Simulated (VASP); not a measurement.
# H6C2O: single point with PBE+D3(BJ)

H6C2O:

```xyz
36
Lattice="7.2936 0.0000 0.0000 0.0000 7.2936 0.0000 0.0000 0.0000 7.2936" Properties=species:S:1:pos:R:3 pbc="T T T"
C     6.7048    1.2293    2.3236
C     5.2670    0.7632    2.5816
C     5.5169    5.1864    4.9176
C     5.1956    6.2826    5.9029
C     1.5180    2.9308    5.0290
C     1.1327    1.5164    5.4373
C     2.9193    3.9289    1.4135
C     1.9648    4.9206    0.9010
O     4.5796    1.6319    3.5214
O     6.1378    6.1750    7.0192
O     1.8674    0.5558    4.6650
O     0.6850    4.3136    0.6589
H     3.6706    1.2135    3.7728
H     4.6624    0.7556    1.6084
H     5.4283   -0.3112    2.9787
H     7.1286    0.5486    1.6394
H     6.7582    2.3229    1.9713
H     7.1665    1.0961    3.3207
H     5.9631    6.9648    7.5500
H     5.2329    7.3151    5.4856
H     4.1478    6.0659    6.2328
H     4.8499    4.9843    4.0632
H     6.4313    5.4325    4.3405
H     5.7160    4.2160    5.3965
H     1.5725   -0.2693    5.0371
H     1.2048    1.2832    6.5605
H     0.0853    1.3988    5.1891
H     0.8416    3.6034    5.5760
H     2.5671    3.2513    5.2189
H     1.4103    3.0004    3.9370
H    -0.0457    4.9974    0.4579
H     1.6457    5.7639    1.6041
H     2.4909    5.4265    0.0973
H     3.8594    4.3864    1.7191
H     2.6176    3.3001    2.2255
H     3.1522    3.2289    0.5958
```

| Property | Result |
| --- | --- |
| Program | VASP 6.6.1 |
| Task | single point |
| Functional | PBE |
| Dispersion | D3(BJ) |
| Potentials or basis | VASP PAW PBE potentials, release 64 (C, O, H) |
| Cutoff | 520 eV |
| k mesh | 1 × 1 × 1 |
| Occupations | fermi-dirac, width 0.05 eV |
| Spin | no spin polarisation |

```yaml
Pressure: -1.2 GPa
Largest_force: 3.352 eV/Å
Band_gap_on_the_k_mesh: 4.43 eV
Dispersion_energy_per_atom: -0.036 eV
```

Forces on the atoms (eV/Å):
```
C   -1.597  2.173  1.510
C   -0.439 -0.634 -0.468
C    1.354 -0.156 -1.243
C   -0.775 -0.557 -0.063
C    0.304 -0.171  0.155
C    0.464  0.509  1.152
C    0.980 -0.863 -0.220
C   -2.193  1.866  1.716
O   -1.026 -1.265  0.254
O   -0.519  0.207 -0.574
O    0.537  0.573 -0.136
O   -0.801  0.160 -1.023
H    1.713  0.643 -0.489
H    0.455 -0.269  0.823
H   -0.852  1.201 -0.496
H    0.955 -0.741 -1.019
H    0.128 -1.449  0.366
H    0.442  0.320 -0.652
H    0.084  0.178  0.389
H    0.000 -0.485  0.024
H    0.390  0.446  0.331
H   -0.660  0.303  0.626
H    0.243 -0.036  0.412
H   -0.177  0.110  0.184
H    0.025 -1.240  0.051
H    0.268  0.495 -1.160
H   -0.781 -0.008 -0.021
H    0.143  0.137 -0.268
H   -0.311 -0.435  0.298
H   -0.375  0.179  0.098
H    1.351 -0.811  0.072
H    1.203 -0.589 -0.110
H   -0.344  0.222 -1.169
H    0.277  0.227 -0.038
H   -0.608 -0.234  0.766
H    0.142 -0.009 -0.080
```

Stress tensor (GPa, compression positive):
```
-1.47 -0.07  0.48
-0.07 -1.27  0.68
 0.48  0.68 -0.77
```

Levels at points of the mesh, in eV from the valence-band top:
```csv
k point,band 37,band 38,band 39,band 40,band 41,band 42,band 43,band 44
"(0.00, 0.00, 0.00)",-1.21,-0.85,-0.45,0.00,4.43,5.43,5.82,6.11
```

Wall time 52 s on 1 thread of AMD EPYC 7R13 Processor (Zen 3), with other jobs on the host, peak memory 0.32 GiB.

Caveat: the k points lie up to 0.86 Å⁻¹ apart.
